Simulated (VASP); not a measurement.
Here is a VASP 6.6.1 calculation.

Contents of POSCAR:

```
AlN
1.0
    0.0000000000      2.1839935596      2.1839935596
    2.1839935596      0.0000000000      2.1839935596
    2.1839935596      2.1839935596      0.0000000000
Al N
1 1
Direct
    0.0000000000      0.0000000000      0.0000000000
    0.2500000000      0.2500000000      0.2500000000
```

The input INCAR.step1:

```
PREC     = Accurate       # precision mode
ENCUT    = 520            # plane-wave cutoff, eV
EDIFF    = 1E-5           # SCF threshold, eV
ISMEAR   = -1             # smearing method
SIGMA    = 0.05           # smearing width, eV
LREAL    = False          # projectors in reciprocal space
LASPH    = True           # aspherical terms in the spheres
NELM     = 80             # most SCF steps
ALGO     = Normal         # electronic algorithm
ISIF     = 2              # what is computed and relaxed
LWAVE    = True           # write WAVECAR
GGA      = PE             # functional
NBANDS   = 11             # bands
```

Contents of INCAR.step2:

```
PREC     = Accurate       # precision mode
ENCUT    = 520            # plane-wave cutoff, eV
EDIFF    = 1E-6           # SCF threshold, eV
ISMEAR   = -1             # smearing method
SIGMA    = 0.05           # smearing width, eV
LREAL    = False          # projectors in reciprocal space
LASPH    = True           # aspherical terms in the spheres
NELM     = 80             # most SCF steps
ALGO     = Normal         # electronic algorithm
ISIF     = 2              # what is computed and relaxed
LWAVE    = False          # write WAVECAR
LCHARG   = True           # write CHGCAR
GGA      = PE             # functional
LHFCALC  = True           # exact exchange
AEXX     = 0.25           # exact-exchange fraction
PRECFOCK = Normal       
LELF     = True           # ELF
LVHAR    = True         
ISTART   = 1            
NBANDS   = 11             # bands
```

KPOINTS

```
Automatic mesh
0
Gamma
  6 6 6
```

Potentials or basis: VASP PAW PBE potentials, release 64 (Al, N).

The run is started by

```sh
$ cat potpaw_PBE.64/Al/POTCAR potpaw_PBE.64/N/POTCAR > POTCAR
$ cp INCAR.step1 INCAR
$ mpirun -np 1 vasp_std > vasp.out
$ cp INCAR.step2 INCAR
$ mpirun -np 1 vasp_std > vasp.out
```

Task: Predict the pressure.

Result: -0.6 GPa.

Task: Predict the band gap on the k mesh.

Result: 5.31 eV, indirect (least direct gap 6.30 eV).

Caveat: the PAW data sets were made with another functional, which shifts forces and pressure a little. A k mesh can miss the band edges.
